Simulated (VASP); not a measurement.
# SnO2 in VASP: settings compared, part 2 of 2

VASP 6.6.1. Earlier steps stand in the parts before.

## Step 5: Single point, r2SCAN (shear xy strain -1.7%)

POSCAR

```
SnO2
1.0
   -0.0212811226      2.5334669704      2.5334669704
    2.5334669704     -0.0212811226      2.5334669704
    2.5121858478      2.5121858478      0.0000000000
Sn O
1 2
Direct
    0.0000000000      0.0000000000      0.0000000000
    0.2504601415      0.2504601415      0.2495398585
    0.7495398585      0.7495398585      0.7504601415
```

INCAR.step1

```
SYSTEM = SnO2
ALGO = Normal
EDIFF = 1E-4
ENCUT = 520
GGA = PE
ISMEAR = 0
LASPH = .True.
LCHARG = .False.
LREAL = .False.
LWAVE = .True.
NBANDS = 20
NELM = 100
PREC = Accurate
SIGMA = 0.01
```

INCAR.step2

```
SYSTEM = SnO2
ALGO = Normal
EDIFF = 1E-7
ENCUT = 520
ISIF = 2
ISMEAR = 0
ISTART = 1
LASPH = .True.
LCHARG = .True.
LELF = .True.
LMIXTAU = .True.
LREAL = .False.
LVHAR = .True.
LWAVE = .False.
METAGGA = R2SCAN
NBANDS = 20
NELM = 100
PREC = Accurate
SIGMA = 0.01
```

KPOINTS

```
k-points
0
Gamma
  8 8 8
  0 0 0
```

Potentials or basis: VASP PAW PBE potentials, release 64 (Sn_d, O).

Run with:

```sh
> cat potpaw_PBE.64/Sn_d/POTCAR potpaw_PBE.64/O/POTCAR > POTCAR
> cp INCAR.step1 INCAR
> mpirun -np 1 vasp_std > vasp.out
> cp INCAR.step2 INCAR
> mpirun -np 1 vasp_std > vasp.out
```

OUTCAR:

```text
SYSTEM = SnO2
   EDIFF = 1E-7
   ENCUT = 520
   ISIF = 2
   ISMEAR = 0
   ISTART = 1
   LASPH = .True.
   LREAL = .False.
   METAGGA = R2SCAN
   NELM = 100
   PREC = Accurate

 ion  position               nearest neighbor table
   1  0.000  0.000  0.000-   3 2.18   2 2.18   3 2.18   2 2.18   3 2.21   3 2.21   2 2.21   2 2.21

   2  0.250  0.250  0.250-   1 2.18   1 2.18   1 2.21   1 2.21
   3  0.750  0.750  0.750-   1 2.18   1 2.18   1 2.21   1 2.21

  LATTYP: Found a body centered orthorhombic cell.
 ALAT       =     3.5527672972
 B/A-ratio  =     1.0169423155
 C/A-ratio  =     1.4261935885

  Lattice vectors:

 A1 = (   0.0212811226,  -2.5334669704,  -2.5334669704)
 A2 = (  -0.0212811226,   2.5334669704,  -2.5334669704)
 A3 = (   2.5334669704,  -0.0212811226,   2.5334669704)

Analysis of symmetry for initial positions (statically):
=====================================================================
 Subroutine PRICEL returns:
 Original cell was already a primitive cell.

 Routine SETGRP: Setting up the symmetry group for a
 body centered orthorhombic supercell.

 Subroutine GETGRP returns: Found  8 space group operations
 (whereof  8 operations were pure point group operations)
 out of a pool of  8 trial point group operations.

The static configuration has the point symmetry D_2h.

Analysis of symmetry for dynamics (positions and initial velocities):
=====================================================================
 Subroutine PRICEL returns:
 Original cell was already a primitive cell.

 Routine SETGRP: Setting up the symmetry group for a
 body centered orthorhombic supercell.

 Subroutine GETGRP returns: Found  8 space group operations
 (whereof  8 operations were pure point group operations)
 out of a pool of  8 trial point group operations.

The dynamic configuration has the point symmetry D_2h.

[... 116 lines left out ...]
   EFERMI_NEDOS =   21; number of points for ismear=-14 and -15
   IALGO  =     38    algorithm
   IMIX   =      4    mixing-type and parameters
     AMIX     =   0.40;   BMIX     =  1.00
     AMIX_MAG =   1.60;   BMIX_MAG =  1.00
  volume/ion in A,a.u.               =      10.84        73.15
  Fermi-wavevector in a.u.,A,eV,Ry     =   1.519442  2.871330 31.411843  2.308705
  Thomas-Fermi vector in A             =   2.628428
   LORBIT       =      0    0 simple, 1 ext, 2 COOP (PROOUT), +10 PAW based schemes
   METAGGA = R2SCAN    functional components
   LHFCALC =     F    Hartree Fock is set to
   AEXX    =    0.0000 exact exchange contribution
   IVDW    =     0    specifies the selected vdW correction
   LEPSILON=     F    determine dielectric tensor
   LRPA    =     F    only Hartree local field effects (RPA)
 non-spin polarized calculation
 Gauss-broadening in eV      SIGMA  =   0.01
  energy-cutoff  :      520.00
  volume of cell :       32.52
 maximum number of plane-waves:       897
   NGX = 13   NGY = 13   NGZ = 13

 number of electron      25.9999990 magnetization

 Free energy of the ion-electron system (eV)
  ---------------------------------------------------
  ext. energy  EPLUGINS =         0.00000000
  ---------------------------------------------------
  free energy    TOTEN  =       -41.48086883 eV

  energy without entropy =      -41.48086883  energy(sigma->0) =      -41.48086883

 E-fermi :   7.7821     XC(G=0): -12.7670

 val. band max:        7.7082871049   @ k =  -0.2500   0.5000   0.2500
 cond. band min:       8.5698983209   @ k =   0.0000   0.0000   0.0000
 fundamental gap:      0.8616112160
 Fermi energy:         7.7821354621

 k-point     1 :       0.0000    0.0000    0.0000
  band No.  band energies     occupation
      1     -13.4482      2.00000
      2     -13.4428      2.00000
      3     -13.4426      2.00000
      4     -13.2549      2.00000
      5     -13.2547      2.00000
      6     -12.9794      2.00000
[... 541 lines left out ...]
     19      24.3973      0.00000
     20      25.6098      0.00000

 [... further k-points ...]

------------------------ aborting loop because EDIFF is reached ----------------------------------------

  FORCE on cell =-STRESS in cart. coord.  units (eV):
  Direction    XX          YY          ZZ          XY          YZ          ZX
  --------------------------------------------------------------------------------------
  -------------------------------------------------------------------------------------
  Total        0.2905967      0.2905967      0.2874826      0.0694274      0.0000000      0.0000000
  in kB       14.3171363     14.3171363     14.1637120      3.4205526      0.0000000      0.0000000
  external PRESSURE =      14.2659949 kB  Pullay stress =       0.0000000 kB

 VOLUME and BASIS-vectors are now :
 -----------------------------------------------------------------------------
  energy-cutoff  :      520.00
  volume of cell :       32.52
      direct lattice vectors                 reciprocal lattice vectors
    -0.021281123  2.533466970  2.533466970    -0.195714012  0.195714012  0.197358010
     2.533466970 -0.021281123  2.533466970     0.195714012 -0.195714012  0.197358010
     2.512185848  2.512185848  0.000000000     0.199029861  0.199029861 -0.197358010

 POSITION                                       TOTAL-FORCE (eV/Angst)
 -----------------------------------------------------------------------------------
      0.00000      0.00000      0.00000         0.000000      0.000000      0.000000
      1.25609      1.25609      1.26906         0.000000      0.000000      0.006610
      3.76828      3.76828      3.79787        -0.000000     -0.000000     -0.006610
 -----------------------------------------------------------------------------------
    total drift:                               -0.000000     -0.000000     -0.000000

  FREE ENERGIE OF THE ION-ELECTRON SYSTEM (eV)
  ---------------------------------------------------
  free  energy   TOTEN  =       -41.4808688259 eV

  energy  without entropy=      -41.4808688259  energy(sigma->0) =      -41.48086883
```

It took 8.1 min on 1 thread of Intel Xeon 8259CL, shared host; peak memory 0.21 GiB.

What came out:

* Free energy: -41.4809 eV
* Pressure: 1.4 GPa
* Largest force: 0.007 eV/Å
* Band gap on the k mesh: 0.86 eV (least direct gap 2.24 eV)

Forces in eV/Å, atoms in the order of the input:
```
Sn   0.000  0.000  0.000
O    0.000  0.000  0.007
O    0.000  0.000 -0.007
```

Caveat: the cell differs from its parent crystal (shear xy strain -1.7%); the PAW data sets were made with another functional, which shifts forces and pressure a little; spin-orbit coupling is left out, which moves the levels of the heavy elements. A k mesh can miss the band edges.

## Step 6: The runs side by side

```csv
level,cell,smearing,gap on the mesh (eV),pressure (GPa),largest force (eV/Å)
PBE,"a = 3.648, b = 3.648, c = 3.583 Å, angles 60.6, 60.6, 58.8°, 3 atoms",fermi-dirac 0.02 eV,none,2.6,-
PBE,"a = 3.583, b = 3.583, c = 3.553 Å, angles 60.3, 60.3, 60.6°, 3 atoms",fermi-dirac 0.02 eV,0.28,10.0,0.02
r2SCAN,"a = 3.648, b = 3.648, c = 3.583 Å, angles 60.6, 60.6, 58.8°, 3 atoms",fermi-dirac 0.02 eV,0.30,-6.1,-
r2SCAN,"a = 3.583, b = 3.583, c = 3.553 Å, angles 60.3, 60.3, 60.6°, 3 atoms",gaussian 0.01 eV,0.86,1.4,0.01
```

Alike in all rows: task single point; potentials or basis VASP PAW PBE potentials, release 64 (Sn_d, O); no spin polarisation; k mesh 8 × 8 × 8; cutoff (eV) 520.

Caveats: spin-orbit coupling is left out, which moves the levels of the heavy elements; the PAW data sets were made with another functional, which shifts forces and pressure a little (at least some runs); semilocal functionals underestimate gaps, so a narrow gap can read as zero (at least some runs); the cell stands under pressure (at least some runs); the cell stands under tension (at least some runs).

Total energies depend on the potentials used, so only differences within one code and one set of settings carry meaning.
